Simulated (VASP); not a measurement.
**NaF: single point with PBE**

NaF:

```
CELL_PARAMETERS angstrom
0.00000 2.28845 2.39300
2.28845 0.00000 2.39300
2.28845 2.28845 0.00000
ATOMIC_POSITIONS crystal
Na 0.00000 0.00000 0.00000
F 0.50000 0.50000 0.50000
```

This cell differs from its parent crystal: strain -0.015 along x and y, +0.030 along z.

```yaml
Program: VASP 6.6.1
Task: single point
Functional: PBE
Potentials_or_basis: VASP PAW PBE potentials, release 64 (Na_pv, F)
Cutoff: 520 eV
k_mesh: 8 × 8 × 8
Occupations: gaussian, width 0.05 eV
Spin: no spin polarisation
Dipole_correction: no
Further_INCAR_settings: ALGO = Normal; EDIFF = 1e-06; NBANDS = 14
```

```yaml
Pressure: 1.8 GPa
Band_gap_on_the_k_mesh: 6.26 eV, direct
```

Stress tensor (GPa, compression positive):
```
 3.03  0.00  0.00
 0.00  3.03  0.00
 0.00  0.00 -0.53
```

Levels at points of the mesh, in eV from the valence-band top:
| k point | band 5 | band 6 | band 7 | band 8 | band 9 | band 10 |
| --- | --- | --- | --- | --- | --- | --- |
| (0.00, 0.00, 0.00) | 0.00 | 0.00 | 0.00 | 6.26 | 18.73 | 19.05 |
| (0.50, 0.00, 0.00) | -1.57 | -0.27 | -0.23 | 10.73 | 12.40 | 19.64 |
| (0.50, 0.50, 0.00) | -1.30 | -0.35 | -0.35 | 12.69 | 13.43 | 13.57 |
| (0.50, 0.00, 0.50) | -1.24 | -0.46 | -0.39 | 13.15 | 13.29 | 13.59 |

It took 44 s on 1 thread of Intel Xeon 6975P-C, on a shared host, peak memory 0.12 GiB.

Caveat: the cell differs from its parent crystal (strain -0.015 along x and y, +0.030 along z).
